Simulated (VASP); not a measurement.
Here is a VASP 6.6.1 calculation.

The input INCAR:

```
  PREC = Accurate
  ENCUT = 520
  EDIFF = 1E-6
  ISMEAR = 0
  SIGMA = 0.05
  LREAL = False
  LASPH = True
  NELM = 100
  ALGO = Normal
  ISIF = 2
  LWAVE = False
  LCHARG = False
  GGA = PE
  IVDW = 12
  NBANDS = 16
```

The input KPOINTS:

```
Automatic mesh
0
Gamma
  12 12 8
```

Contents of POSCAR:

```
Se
1.0
    4.0094304061      0.0000000000      0.0000000000
   -2.0047152030      3.4722685863      0.0000000000
    0.0000000000      0.0000000000      5.7014100374
Se
3
Direct
    0.2473450684      0.0000000000      0.3333333333
    0.0000000000      0.2473450684      0.6666666667
    0.7526549316      0.7526549316      0.0000000000
```

Potentials or basis: VASP PAW PBE potentials, release 64 (Se).

The run is started by

```console
$ cat potpaw_PBE.64/Se/POTCAR > POTCAR
$ mpirun -np 1 vasp_std > vasp.out
```

(1) Predict the dispersion energy per atom.

(2) What does it give for the pressure?

Answers

(1) -0.329 eV.

(2) -6.2 GPa.

Caveat: pairwise dispersion overbinds metals, which lowers pressure and volume.
